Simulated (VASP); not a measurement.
Wanted: the native input for a VASP 6.6.1 run.

```
Task                   : single point
Functional             : LDA
Potentials or basis    : VASP PAW LDA potentials, release 64 (Ag, Cl)
Cutoff                 : 520 eV
k mesh                 : 5 × 5 × 5
Occupations            : fermi-dirac, width 0.05 eV
Spin                   : no spin polarisation
Dipole correction      : no
Further INCAR settings : ALGO = Normal; EDIFF = 1e-06; NBANDS = 16
```

The structure of AgCl (Chlorargyrite) lies in POSCAR:

```
AgCl
1.0
    0.0000000000      2.7350000000      2.7350000000
    2.7350000000      0.0000000000      2.7350000000
    2.7350000000      2.7350000000      0.0000000000
Ag Cl
1 1
Direct
    0.0000000000      0.0000000000      0.0000000000
    0.5000000000      0.5000000000      0.5000000000
```

The input as run:

INCAR

```
SYSTEM = AgCl
PREC = Accurate
ENCUT = 520
EDIFF = 1E-6
ISMEAR = -1
SIGMA = 0.05
LREAL = .FALSE.
LASPH = .TRUE.
NELM = 80
ALGO = Normal
ISIF = 2
LWAVE = .FALSE.
LCHARG = .FALSE.
NBANDS = 16
```

KPOINTS

```
regular mesh
0
G
  5 5 5
  0 0 0
```

Potentials or basis: VASP PAW LDA potentials, release 64 (Ag, Cl).

Command:

```bash
$ cat potpaw_LDA.64/Ag/POTCAR potpaw_LDA.64/Cl/POTCAR > POTCAR
$ mpirun -np 1 vasp_std > vasp.out
```

It gave:

```
Pressure               : -3.7 GPa
Band gap on the k mesh : 0.80 eV, indirect (least direct gap 3.11 eV)
```

Run time: 6.2 s on 1 thread of Intel(R) Xeon(R) Platinum 8488C (Sapphire Rapids) (shared host), peak memory 0.14 GiB.
